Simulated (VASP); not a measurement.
# CoPtO2 (R-3m) in VASP: single point with PBE

Aim: the single point of CoPtO2 with PBE.

All numbers are computed with VASP 6.6.1; they aren't measurements. Logs are shortened: lines on timing, memory, paths and dates and some standing lists are left out, and cuts for length are marked.

## (1) The cell of the first run

It takes space group R-3m (No. 166, trigonal). Conventional cell: a = 2.850 Å, b = 2.850 Å, c = 17.908 Å, α = 90.00°, β = 90.00°, γ = 120.00°. Co (site symmetry -3m) has 6 O at 1.91 Å within 2.5 Å. Pt (site symmetry -3m) has 2 O at 2.01 Å within 2.7 Å. O (site symmetry 3m) has 3 Co at 1.91 Å and 1 Pt at 2.01 Å within 2.5 Å.

## (2) Single point, PBE, collinear spin, ferromagnetic start

File INCAR:

```
ALGO = Normal
EDIFF = 1E-6
ENCUT = 520
GGA = PE
ISIF = 2
ISMEAR = 0
ISPIN = 2
LASPH = T
LCHARG = F
LMAXMIX = 4
LORBIT = 11
LREAL = F
LWAVE = F
MAGMOM = 3 2 0 0
NBANDS = 28
NELM = 150
PREC = Accurate
SIGMA = 0.05
```

File KPOINTS:

```
k-points
0
Gamma
  8 8 8
```

File POSCAR:

```
CoPtO2
1.0
    1.4250691275      0.8227640444      5.9693230254
   -1.4250691275      0.8227640444      5.9693230254
    0.0000000000     -1.6455280888      5.9693230254
Co Pt O
1 1 2
Direct
    0.5000000000      0.5000000000      0.5000000000
    0.0000000000      0.0000000000      0.0000000000
    0.8876644508      0.8876644508      0.8876644508
    0.1123355492      0.1123355492      0.1123355492
```

Potentials or basis: VASP PAW PBE potentials, release 64 (Co, Pt, O).

Run with:

```console
> cat potpaw_PBE.64/Co/POTCAR potpaw_PBE.64/Pt/POTCAR potpaw_PBE.64/O/POTCAR > POTCAR
> mpirun -np 1 vasp_std > vasp.out
```

OUTCAR:

```text
EDIFF = 1E-6
   ENCUT = 520
   GGA = PE
   ISIF = 2
   ISMEAR = 0
   ISPIN = 2
   LASPH = T
   LORBIT = 11
   LREAL = F
   NELM = 150
   PREC = Accurate

 ion  position               nearest neighbor table
   1  0.500  0.500  0.500-   4 1.91   4 1.91   3 1.91   3 1.91   4 1.91   3 1.91
   2  0.000  0.000  0.000-   3 2.01   4 2.01
   3  0.888  0.888  0.888-   1 1.91   1 1.91   1 1.91   2 2.01
   4  0.112  0.112  0.112-   1 1.91   1 1.91   1 1.91   2 2.01

  LATTYP: Found a trigonal (rhomboedric) cell.
 ALAT       =     6.1919770730
 COS(alpha) =     0.8940640953

  Lattice vectors:

 A1 = (   1.4250691275,   0.8227640444,   5.9693230254)
 A2 = (  -1.4250691275,   0.8227640444,   5.9693230254)
 A3 = (   0.0000000000,  -1.6455280888,   5.9693230254)

Analysis of symmetry for initial positions (statically):
=====================================================================
 Subroutine PRICEL returns:
 Original cell was already a primitive cell.

 Routine SETGRP: Setting up the symmetry group for a
 trigonal (rhombohedral) supercell.

 Subroutine GETGRP returns: Found 12 space group operations
 (whereof 12 operations were pure point group operations)
 out of a pool of 12 trial point group operations.

The static configuration has the point symmetry D_3d.

Analysis of symmetry for dynamics (positions and initial velocities):
=====================================================================
 Subroutine PRICEL returns:
 Original cell was already a primitive cell.

 Routine SETGRP: Setting up the symmetry group for a
 trigonal (rhombohedral) supercell.

 Subroutine GETGRP returns: Found 12 space group operations
 (whereof 12 operations were pure point group operations)
 out of a pool of 12 trial point group operations.

The dynamic configuration has the point symmetry D_3d.

Analysis of structural, dynamic, and magnetic symmetry:
=====================================================================
 Subroutine PRICEL returns:
 Original cell was already a primitive cell.

 Routine SETGRP: Setting up the symmetry group for a
 trigonal (rhombohedral) supercell.

 Subroutine GETGRP returns: Found 12 space group operations
 (whereof 12 operations were pure point group operations)
 out of a pool of 12 trial point group operations.

The overall configuration has the point symmetry D_3d.

 Subroutine INISYM returns: Found 12 space group operations
 (whereof 12 operations are pure point group operations),
 and found     1 'primitive' translations

----------------------------------------------------------------------------------------

                                     Primitive cell

  volume of cell :      41.9940

  direct lattice vectors                    reciprocal lattice vectors
     1.425069128  0.822764044  5.969323025     0.350860173  0.202569215  0.055841061
    -1.425069128  0.822764044  5.969323025    -0.350860173  0.202569215  0.055841061
     0.000000000 -1.645528089  5.969323025     0.000000000 -0.405138430  0.055841061

  length of vectors
     6.191977073  6.191977073  6.191977073     0.408968668  0.408968668  0.408968668

  position of ions in fractional coordinates (direct lattice)
     0.500000000  0.500000000  0.500000000
     0.000000000  0.000000000  0.000000000
     0.887664451  0.887664451  0.887664451
     0.112335549  0.112335549  0.112335549

  ion indices of the primitive-cell ions
   primitive index   ion index
                 1           1
                 2           2
                 3           3
                 4           4

----------------------------------------------------------------------------------------

 KPOINTS: k-points

Automatic generation of k-mesh.
 Grid dimensions read from file:
 generate k-points for:    8    8    8

 Generating k-lattice:

  Cartesian coordinates                     Fractional coordinates (reciprocal lattice)
     0.043857522  0.025321152  0.006980133     0.125000000 -0.000000000  0.000000000
    -0.043857522  0.025321152  0.006980133    -0.000000000  0.125000000  0.000000000
     0.000000000 -0.050642304  0.006980133     0.000000000  0.000000000  0.125000000

  Length of vectors
     0.051121084  0.051121084  0.051121084

  Shift w.r.t. Gamma in fractional coordinates (k-lattice)
     0.000000000  0.000000000  0.000000000

 Subroutine IBZKPT returns following result:
 ===========================================

 Found     65 irreducible k-points:

 Following reciprocal coordinates:
            Coordinates               Weight
  0.000000  0.000000  0.000000      1.000000
  0.125000  0.000000 -0.000000      6.000000
  0.250000  0.000000 -0.000000      6.000000
  0.375000  0.000000 -0.000000      6.000000
  0.500000  0.000000 -0.000000      3.000000
  0.125000  0.125000 -0.000000      6.000000
[... 16 lines left out ...]
  0.250000  0.125000  0.125000      6.000000
  0.375000  0.125000  0.125000      6.000000
 [... further k-points ...]
   k-points           NKPTS =     65   k-points in BZ     NKDIM =     65   number of bands    NBANDS=     28
   number of dos      NEDOS =    301   number of ions     NIONS =      4
   total plane-waves  NPLWV = 110592
   dimension x,y,z NGX =    48 NGY =   48 NGZ =   48
   dimension x,y,z NGXF=    96 NGYF=   96 NGZF=   96
   ions per type =               1   1   2
   NGX,Y,Z   is equivalent  to a cutoff of  12.89, 12.89, 12.89 a.u.
   NGXF,Y,Z  is equivalent  to a cutoff of  25.77, 25.77, 25.77 a.u.
 SYSTEM =  unknown system
   PREC   = accura    normal or accurate (medium, high low for compatibility)
   ISTART =      0    job   : 0-new  1-cont  2-samecut
   ICHARG =      2    charge: 1-file 2-atom 10-const
   ISPIN  =      2    spin polarized calculation?
   LNONCOLLINEAR =      F non collinear calculations
   LSORBIT =      F    spin-orbit coupling
   LASPH  =      T    aspherical Exc in radial PAW
   ENCUT  =  520.0 eV  38.22 Ry    6.18 a.u.  11.51 11.51 11.51*2*pi/ulx,y,z
   NELM   =    150;   NELMIN=  2; NELMDL= -5     # of ELM steps
   EDIFF  = 0.1E-05   stopping-criterion for ELM
   LREAL  =      F    real-space projection
   EDIFFG = 0.1E-04   stopping-criterion for IOM
   NSW    =      0    number of steps for IOM
   IBRION =     -1    ionic relax: 0-MD 1-quasi-New 2-CG
   NFREE  =      0    steps in history (QN), initial steepest desc. (CG)
   ISIF   =      2    stress and relaxation
   ISYM   =      2    0-nonsym 1-usesym 2-fastsym
   POTIM  = 0.5000    time-step for ionic-motion
   TEBEG  =    0.0;   TEEND  =   0.0 temperature during run
   PSTRESS=    0.0 pullay stress
   NELECT =      31.0000    total number of electrons
   NUPDOWN=      -1.0000    fix difference up-down
   EMIN   =  10.00;   EMAX   =-10.00  energy-range for DOS
   EFERMI =   0.00;   METHOD = LEGACY
   ISMEAR =     0;   SIGMA  =   0.05  broadening in eV -4-tet -1-fermi 0-gaus
   EFERMI_NEDOS =   21; number of points for ismear=-14 and -15
   IALGO  =     38    algorithm
   IMIX   =      4    mixing-type and parameters
     AMIX     =   0.40;   BMIX     =  1.00
     AMIX_MAG =   1.60;   BMIX_MAG =  1.00
  volume/ion in A,a.u.               =      10.50        70.85
  Fermi-wavevector in a.u.,A,eV,Ry     =   1.479561  2.795965 29.784524  2.189101
  Thomas-Fermi vector in A             =   2.593704
   LORBIT       =     11    0 simple, 1 ext, 2 COOP (PROOUT), +10 PAW based schemes
   GGA     = PE    functional components
   LHFCALC =     F    Hartree Fock is set to
   AEXX    =    0.0000 exact exchange contribution
   IVDW    =     0    specifies the selected vdW correction
   LEPSILON=     F    determine dielectric tensor
   LRPA    =     F    only Hartree local field effects (RPA)
 spin polarized calculation
 Gauss-broadening in eV      SIGMA  =   0.05
  energy-cutoff  :      520.00
  volume of cell :       41.99
 maximum number of plane-waves:      1143
 NGX is ok and might be reduce to    48
   NGX = 23   NGY = 23   NGZ = 23

 number of electron      30.9999998 magnetization       0.7926696

 number of electron      30.9999998 magnetization      -0.0254253

 Free energy of the ion-electron system (eV)
  ---------------------------------------------------
  ext. energy  EPLUGINS =         0.00000000
  ---------------------------------------------------
  free energy    TOTEN  =       -26.44274467 eV

  energy without entropy =      -26.43956093  energy(sigma->0) =      -26.44115280

 E-fermi :   8.0689     XC(G=0): -12.5502

 val. band max:        8.0458958905   @ k =   0.3750   0.2500  -0.0000
 cond. band min:       8.3375404911   @ k =  -0.3750  -0.3750   0.1250
 fundamental gap:      0.2916446006
 Fermi energy:         8.0688674448

 spin component 1

 k-point     1 :       0.0000    0.0000    0.0000
  band No.  band energies     occupation
      1     -13.0282      1.00000
      2     -11.1888      1.00000
      3      -1.0668      1.00000
      4       1.5467      1.00000
      5       1.9880      1.00000
      6       1.9880      1.00000
[... 19 lines left out ...]
     26      26.6113      0.00000
     27      29.7275      0.00000
[... 667 lines left out ...]
      5       2.2408      1.00000
      6       2.3445      1.00000
[... 19 lines left out ...]
     26      26.0654      0.00000
     27      27.0285      0.00000

 [... further k-points ...]

 spin component 2

 k-point     1 :       0.0000    0.0000    0.0000
  band No.  band energies     occupation
      1     -13.0287      1.00000
      2     -11.1892      1.00000
      3      -1.0683      1.00000
      4       1.5325      1.00000
      5       1.9874      1.00000
      6       1.9874      1.00000
[... 19 lines left out ...]
     26      26.6100      0.00000
     27      29.7267      0.00000
[... 667 lines left out ...]
      5       2.2377      1.00000
      6       2.3439      1.00000
[... 19 lines left out ...]
     26      26.0595      0.00000
     27      27.0253      0.00000

 [... further k-points ...]

 [bands above 27 left out]

------------------------ aborting loop because EDIFF is reached ----------------------------------------

  FORCE on cell =-STRESS in cart. coord.  units (eV):
  Direction    XX          YY          ZZ          XY          YZ          ZX
  --------------------------------------------------------------------------------------
  -------------------------------------------------------------------------------------
  Total        0.0366047      0.0366047      0.1197901     -0.0000000     -0.0000000      0.0000000
  in kB        1.3965622      1.3965622      4.5702916     -0.0000000     -0.0000000      0.0000000
  external PRESSURE =       2.4544720 kB  Pullay stress =       0.0000000 kB

 VOLUME and BASIS-vectors are now :
 -----------------------------------------------------------------------------
  energy-cutoff  :      520.00
  volume of cell :       41.99
      direct lattice vectors                 reciprocal lattice vectors
     1.425069128  0.822764044  5.969323025     0.350860173  0.202569215  0.055841061
    -1.425069128  0.822764044  5.969323025    -0.350860173  0.202569215  0.055841061
     0.000000000 -1.645528089  5.969323025     0.000000000 -0.405138430  0.055841061

 POSITION                                       TOTAL-FORCE (eV/Angst)
 -----------------------------------------------------------------------------------
      0.00000      0.00000      8.95398         0.000000      0.000000     -0.000000
      0.00000      0.00000      0.00000        -0.000000      0.000000      0.000000
      0.00000      0.00000     15.89627        -0.000000      0.000000      0.018993
      0.00000      0.00000      2.01170        -0.000000     -0.000000     -0.018993
 -----------------------------------------------------------------------------------
    total drift:                               -0.000000      0.000000     -0.000000

  FREE ENERGIE OF THE ION-ELECTRON SYSTEM (eV)
  ---------------------------------------------------
  free  energy   TOTEN  =       -26.4427446713 eV

  energy  without entropy=      -26.4395609260  energy(sigma->0) =      -26.44115280

 total charge

# of ion       s       p       d       tot
------------------------------------------
    1        0.420   0.639   7.334   8.393
    2        0.644   0.552   7.978   9.175
    3        1.556   3.444   0.000   5.001
    4        1.556   3.444   0.000   5.001
--------------------------------------------------
tot          4.177   8.080  15.312  27.569

 magnetization (x)

# of ion       s       p       d       tot
------------------------------------------
    1       -0.000  -0.000  -0.000  -0.000
    2       -0.001  -0.001  -0.022  -0.024
    3       -0.000  -0.000   0.000  -0.000
    4       -0.000  -0.000   0.000  -0.000
--------------------------------------------------
tot         -0.001  -0.001  -0.022  -0.025
```

Wall time 6 min (1 thread of Intel Xeon 6975P-C (Granite Rapids), shared host); peak memory 0.48 GiB.

Results:

```yaml
Free_energy: -26.4427 eV
Pressure: 0.2 GPa
Largest_force: 0.019 eV/Å
Net_moment: -0.03 μB per cell
Site_moments: Co -0.00; Pt -0.02; O -0.00 μB
Valence_electrons_inside_the_program's_atomic_spheres: Co 8.39; Pt 9.18; O 5.00
```

Forces on the atoms (eV/Å):
```
Co   0.000  0.000  0.000
Pt   0.000  0.000  0.000
O    0.000  0.000  0.019
O    0.000  0.000 -0.019
```

Stress tensor (GPa, compression positive):
```
0.14 0.00 0.00
0.00 0.14 0.00
0.00 0.00 0.46
```

Caveat: the starting moments collapsed, and a magnetic state may lie lower; spin-orbit coupling is left out, which moves the levels of the heavy elements; semilocal functionals often make such compounds metallic where correlation or magnetic order opens a gap, which also shifts bond lengths. With open d or f shells a metallic result of PBE can be an artefact of self-interaction; +U or a hybrid may open a gap.
